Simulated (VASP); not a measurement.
A run of VASP 6.6.1 is set up as follows.

INCAR

```
SYSTEM = CaSe
ALGO = Normal
EDIFF = 1E-8
ENCUT = 600
GGA = PS
IBRION = 6
ISIF = 3
ISMEAR = 0
LASPH = .TRUE.
LCHARG = .FALSE.
LREAL = .FALSE.
LWAVE = .FALSE.
NBANDS = 15
NELM = 80
NFREE = 2
NSW = 1
POTIM = 0.015
PREC = Accurate
SIGMA = 0.01
```

Contents of KPOINTS:

```
k-points
0
G
  8 8 8
  0 0 0
```

File POSCAR:

```
CaSe
1.0
    0.0000000000      2.9344502355      2.9344502355
    2.9344502355      0.0000000000      2.9344502355
    2.9344502355      2.9344502355      0.0000000000
Ca Se
1 1
Direct
    0.0000000000      0.0000000000      0.0000000000
    0.5000000000      0.5000000000      0.5000000000
```

Potentials or basis: VASP PAW PBE potentials, release 64 (Ca_sv, Se).

The run is started by

```bash
$ cat potpaw_PBE.64/Ca_sv/POTCAR potpaw_PBE.64/Se/POTCAR > POTCAR
$ mpirun -np 1 vasp_std > vasp.out
```

Task: Estimate the elastic constants C11, C12, C44.

Result: 121, 19, 27 GPa.

Task: Predict the Voigt bulk modulus.

Result: 53 GPa.

Task: Predict the highest phonon frequency at Γ, LO-TO splitting left out.

Result: 183 cm⁻¹.

Phonon frequencies in cm⁻¹ (negative: imaginary):
| q point | frequencies |
| --- | --- |
| (0.000, 0.000, 0.000) | 0 0 0 183 183 183 |

Caveat: the PAW data sets were made with another functional, which shifts forces and pressure a little.
